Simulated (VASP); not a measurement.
# CdTe (zinc blende) (F-43m) in VASP: single point with LDA

Aim: the single point of CdTe (zinc blende) with LDA.

All numbers are computed with VASP 6.6.1; they aren't measurements. Logs are shortened: lines on timing, memory, paths and dates and some standing lists are left out, and cuts for length are marked.

### 1 The cell of the first run

The structure is cubic, space group F-43m (No. 216). Conventional cell: a = 6.648 Å, b = 6.648 Å, c = 6.648 Å, α = 90.00°, β = 90.00°, γ = 90.00°. Cd (site symmetry -43m) has 4 Te at 2.88 Å within 3.8 Å. Within 3.8 Å of Te (site symmetry -43m) lie 4 Cd at 2.88 Å.

### 2 Single point, LDA (volume scaled by 1.08)

Contents of INCAR:

```
SYSTEM = CdTe
  PREC = Accurate
  ENCUT = 520
  EDIFF = 1E-6
  ISMEAR = 0
  SIGMA = 0.02
  LREAL = .False.
  LASPH = .True.
  NELM = 100
  ALGO = Normal
  ISIF = 2
  LWAVE = .False.
  LCHARG = .False.
  NBANDS = 16
```

Contents of KPOINTS:

```
Automatic mesh
0
Gamma
  10 10 10
  0 0 0
```

Contents of POSCAR:

```
CdTe
1.0
    0.0000000000      3.3241932403      3.3241932403
    3.3241932403      0.0000000000      3.3241932403
    3.3241932403      3.3241932403      0.0000000000
Cd Te
1 1
Direct
    0.0000000000      0.0000000000      0.0000000000
    0.2500000000      0.2500000000      0.2500000000
```

Potentials or basis: VASP PAW LDA potentials, release 64 (Cd, Te).

The run is started by

```
$ cat potpaw_LDA.64/Cd/POTCAR potpaw_LDA.64/Te/POTCAR > POTCAR
$ mpirun -np 1 vasp_std > vasp.out
```

OUTCAR:

```text
SYSTEM = CdTe
   PREC = Accurate
   ENCUT = 520
   EDIFF = 1E-6
   ISMEAR = 0
   LREAL = .False.
   LASPH = .True.
   NELM = 100
   ISIF = 2

 ion  position               nearest neighbor table
   1  0.000  0.000  0.000-   2 2.88   2 2.88   2 2.88   2 2.88
   2  0.250  0.250  0.250-   1 2.88   1 2.88   1 2.88   1 2.88

  LATTYP: Found a face centered cubic cell.
 ALAT       =     6.6483864806

  Lattice vectors:

 A1 = (   0.0000000000,   3.3241932403,   3.3241932403)
 A2 = (   3.3241932403,   0.0000000000,   3.3241932403)
 A3 = (   3.3241932403,   3.3241932403,   0.0000000000)

Analysis of symmetry for initial positions (statically):
=====================================================================
 Subroutine PRICEL returns:
 Original cell was already a primitive cell.

 Routine SETGRP: Setting up the symmetry group for a
 face centered cubic supercell.

 Subroutine GETGRP returns: Found 24 space group operations
 (whereof 24 operations were pure point group operations)
 out of a pool of 48 trial point group operations.

The static configuration has the point symmetry T_d .

Analysis of symmetry for dynamics (positions and initial velocities):
=====================================================================
 Subroutine PRICEL returns:
 Original cell was already a primitive cell.

 Routine SETGRP: Setting up the symmetry group for a
 face centered cubic supercell.

 Subroutine GETGRP returns: Found 24 space group operations
 (whereof 24 operations were pure point group operations)
 out of a pool of 48 trial point group operations.

The dynamic configuration has the point symmetry T_d .

 Subroutine INISYM returns: Found 24 space group operations
 (whereof 24 operations are pure point group operations),
 and found     1 'primitive' translations

----------------------------------------------------------------------------------------

                                     Primitive cell

  volume of cell :      73.4664

  direct lattice vectors                    reciprocal lattice vectors
     0.000000000  3.324193240  3.324193240    -0.150412435  0.150412435  0.150412435
     3.324193240  0.000000000  3.324193240     0.150412435 -0.150412435  0.150412435
     3.324193240  3.324193240  0.000000000     0.150412435  0.150412435 -0.150412435

  length of vectors
     4.701119164  4.701119164  4.701119164     0.260521980  0.260521980  0.260521980

  position of ions in fractional coordinates (direct lattice)
     0.000000000  0.000000000  0.000000000
     0.250000000  0.250000000  0.250000000

  ion indices of the primitive-cell ions
   primitive index   ion index
                 1           1
                 2           2

----------------------------------------------------------------------------------------

 KPOINTS: Automatic mesh

Automatic generation of k-mesh.
 Grid dimensions read from file:
 generate k-points for:   10   10   10

 Generating k-lattice:

  Cartesian coordinates                     Fractional coordinates (reciprocal lattice)
    -0.015041244  0.015041244  0.015041244     0.100000000  0.000000000  0.000000000
     0.015041244 -0.015041244  0.015041244     0.000000000  0.100000000  0.000000000
     0.015041244  0.015041244 -0.015041244     0.000000000  0.000000000  0.100000000

  Length of vectors
     0.026052198  0.026052198  0.026052198

  Shift w.r.t. Gamma in fractional coordinates (k-lattice)
     0.000000000  0.000000000  0.000000000

 Subroutine IBZKPT returns following result:
 ===========================================

 Found     47 irreducible k-points:

 Following reciprocal coordinates:
            Coordinates               Weight
  0.000000  0.000000  0.000000      1.000000
  0.100000  0.000000  0.000000      8.000000
  0.200000  0.000000  0.000000      8.000000
  0.300000  0.000000  0.000000      8.000000
  0.400000  0.000000  0.000000      8.000000
  0.500000  0.000000  0.000000      4.000000
[... 16 lines left out ...]
  0.300000  0.300000  0.000000      6.000000
  0.400000  0.300000  0.000000     24.000000
 [... further k-points ...]
   k-points           NKPTS =     47   k-points in BZ     NKDIM =     47   number of bands    NBANDS=     16
   number of dos      NEDOS =    301   number of ions     NIONS =      2
   total plane-waves  NPLWV =  46656
   dimension x,y,z NGX =    36 NGY =   36 NGZ =   36
   dimension x,y,z NGXF=    72 NGYF=   72 NGZF=   72
   ions per type =               1   1
   NGX,Y,Z   is equivalent  to a cutoff of  12.73, 12.73, 12.73 a.u.
   NGXF,Y,Z  is equivalent  to a cutoff of  25.46, 25.46, 25.46 a.u.
 SYSTEM =  CdTe
   PREC   = accura    normal or accurate (medium, high low for compatibility)
   ISTART =      0    job   : 0-new  1-cont  2-samecut
   ICHARG =      2    charge: 1-file 2-atom 10-const
   ISPIN  =      1    spin polarized calculation?
   LNONCOLLINEAR =      F non collinear calculations
   LSORBIT =      F    spin-orbit coupling
   LASPH  =      T    aspherical Exc in radial PAW
   ENCUT  =  520.0 eV  38.22 Ry    6.18 a.u.   8.74  8.74  8.74*2*pi/ulx,y,z
   NELM   =    100;   NELMIN=  2; NELMDL= -5     # of ELM steps
   EDIFF  = 0.1E-05   stopping-criterion for ELM
   LREAL  =      F    real-space projection
   EDIFFG = 0.1E-04   stopping-criterion for IOM
   NSW    =      0    number of steps for IOM
   IBRION =     -1    ionic relax: 0-MD 1-quasi-New 2-CG
   NFREE  =      0    steps in history (QN), initial steepest desc. (CG)
   ISIF   =      2    stress and relaxation
   ISYM   =      2    0-nonsym 1-usesym 2-fastsym
   POTIM  = 0.5000    time-step for ionic-motion
   TEBEG  =    0.0;   TEEND  =   0.0 temperature during run
   PSTRESS=    0.0 pullay stress
   NELECT =      18.0000    total number of electrons
   NUPDOWN=      -1.0000    fix difference up-down
   EMIN   =  10.00;   EMAX   =-10.00  energy-range for DOS
   EFERMI =   0.00;   METHOD = LEGACY
   ISMEAR =     0;   SIGMA  =   0.02  broadening in eV -4-tet -1-fermi 0-gaus
   EFERMI_NEDOS =   21; number of points for ismear=-14 and -15
   IALGO  =     38    algorithm
   IMIX   =      4    mixing-type and parameters
     AMIX     =   0.40;   BMIX     =  1.00
     AMIX_MAG =   1.60;   BMIX_MAG =  1.00
  volume/ion in A,a.u.               =      36.73       247.89
  Fermi-wavevector in a.u.,A,eV,Ry     =   1.024400  1.935835 14.277880  1.049395
  Thomas-Fermi vector in A             =   2.158185
   LORBIT       =      0    0 simple, 1 ext, 2 COOP (PROOUT), +10 PAW based schemes
   GGA     = CA    functional components
   LHFCALC =     F    Hartree Fock is set to
   AEXX    =    0.0000 exact exchange contribution
   IVDW    =     0    specifies the selected vdW correction
   LEPSILON=     F    determine dielectric tensor
   LRPA    =     F    only Hartree local field effects (RPA)
 non-spin polarized calculation
 Gauss-broadening in eV      SIGMA  =   0.02
  energy-cutoff  :      520.00
  volume of cell :       73.47
 maximum number of plane-waves:      2006
   NGX = 17   NGY = 17   NGZ = 17

 number of electron      18.0000004 magnetization

 Free energy of the ion-electron system (eV)
  ---------------------------------------------------
  ext. energy  EPLUGINS =         0.00000000
  ---------------------------------------------------
  free energy    TOTEN  =        -5.95839225 eV

  energy without entropy =       -5.95839225  energy(sigma->0) =       -5.95839225

 E-fermi :   1.5980     XC(G=0):  -8.6243

 val. band max:        1.4815075666   @ k =   0.0000   0.0000   0.0000
 cond. band min:       1.8083089192   @ k =   0.0000   0.0000   0.0000
 fundamental gap:      0.3268013526
 Fermi energy:         1.5980070166

 k-point     1 :       0.0000    0.0000    0.0000
  band No.  band energies     occupation
      1      -9.3530      2.00000
      2      -6.5668      2.00000
      3      -6.5668      2.00000
      4      -6.5668      2.00000
      5      -6.3552      2.00000
      6      -6.3552      2.00000
[... 8 lines left out ...]
     15      10.6807      0.00000
     16      10.6807      0.00000

 k-point     2 :       0.1000    0.0000    0.0000
  band No.  band energies     occupation
      1      -9.3207      2.00000
      2      -6.5609      2.00000
      3      -6.5609      2.00000
      4      -6.5410      2.00000
      5      -6.3557      2.00000
      6      -6.3557      2.00000
[... 8 lines left out ...]
     15      10.1394      0.00000
     16      10.1394      0.00000

 k-point     3 :       0.2000    0.0000    0.0000
  band No.  band energies     occupation
      1      -9.2361      2.00000
      2      -6.5463      2.00000
      3      -6.5463      2.00000
      4      -6.4588      2.00000
      5      -6.3560      2.00000
      6      -6.3560      2.00000
[... 8 lines left out ...]
     15       9.7702      0.00000
     16       9.7702      0.00000

 k-point     4 :       0.3000    0.0000    0.0000
  band No.  band energies     occupation
      1      -9.1316      2.00000
      2      -6.5302      2.00000
      3      -6.5302      2.00000
      4      -6.3541      2.00000
      5      -6.3541      2.00000
      6      -6.3169      2.00000
[... 8 lines left out ...]
     15       9.9816      0.00000
     16       9.9816      0.00000
[... 324 lines left out ...]
 k-point    22 :      -0.2000    0.2000    0.0000
  band No.  band energies     occupation
      1      -9.0966      2.00000
      2      -6.5225      2.00000
      3      -6.5126      2.00000
      4      -6.3632      2.00000
      5      -6.3626      2.00000
      6      -6.2654      2.00000
[... 8 lines left out ...]
     15      10.6792      0.00000
     16      11.3312      0.00000

 k-point    23 :       0.3000    0.3000    0.0000
  band No.  band energies     occupation
      1      -9.0609      2.00000
      2      -6.4843      2.00000
      3      -6.4843      2.00000
      4      -6.4194      2.00000
      5      -6.3389      2.00000
      6      -6.2516      2.00000
[... 8 lines left out ...]
     15      11.4195      0.00000
     16      12.4201      0.00000

 k-point    24 :       0.4000    0.3000    0.0000
  band No.  band energies     occupation
      1      -8.9964      2.00000
      2      -6.4742      2.00000
      3      -6.4681      2.00000
      4      -6.4131      2.00000
      5      -6.3367      2.00000
      6      -6.1346      2.00000
[... 8 lines left out ...]
     15      11.7810      0.00000
     16      12.6411      0.00000

 [... further k-points ...]

------------------------ aborting loop because EDIFF is reached ----------------------------------------

  FORCE on cell =-STRESS in cart. coord.  units (eV):
  Direction    XX          YY          ZZ          XY          YZ          ZX
  --------------------------------------------------------------------------------------
  -------------------------------------------------------------------------------------
  Total       -1.7138910     -1.7138910     -1.7138910      0.0000000      0.0000000     -0.0000000
  in kB      -37.3770476    -37.3770476    -37.3770476      0.0000000      0.0000000     -0.0000000
  external PRESSURE =     -37.3770476 kB  Pullay stress =       0.0000000 kB

 VOLUME and BASIS-vectors are now :
 -----------------------------------------------------------------------------
  energy-cutoff  :      520.00
  volume of cell :       73.47
      direct lattice vectors                 reciprocal lattice vectors
     0.000000000  3.324193240  3.324193240    -0.150412435  0.150412435  0.150412435
     3.324193240  0.000000000  3.324193240     0.150412435 -0.150412435  0.150412435
     3.324193240  3.324193240  0.000000000     0.150412435  0.150412435 -0.150412435

 POSITION                                       TOTAL-FORCE (eV/Angst)
 -----------------------------------------------------------------------------------
      0.00000      0.00000      0.00000        -0.000000     -0.000000     -0.000000
      1.66210      1.66210      1.66210         0.000000      0.000000      0.000000
 -----------------------------------------------------------------------------------
    total drift:                                0.000000      0.000000     -0.000000

  FREE ENERGIE OF THE ION-ELECTRON SYSTEM (eV)
  ---------------------------------------------------
  free  energy   TOTEN  =        -5.9583922537 eV

  energy  without entropy=       -5.9583922537  energy(sigma->0) =       -5.95839225
```

Wall time 34 s (1 thread of Intel Xeon Platinum 8488C (Sapphire Rapids), shared host); peak memory 0.2 GiB.

What came out:

```
Free energy            : -5.9584 eV
Pressure               : -3.7 GPa
Band gap on the k mesh : 0.33 eV, direct
```

Levels at points of the mesh, in eV from the valence-band top:
```csv
k point,band 7,band 8,band 9,band 10,band 11,band 12
"(0.00, 0.00, 0.00)",0.00,0.00,0.00,0.33,4.54,4.54
"(0.50, 0.00, 0.00)",-4.08,-0.68,-0.68,1.58,5.11,5.11
"(0.50, 0.50, 0.00)",-4.02,-1.64,-1.64,2.55,2.60,8.23
```

Caveat: spin-orbit coupling is left out, which moves the levels of the heavy elements.
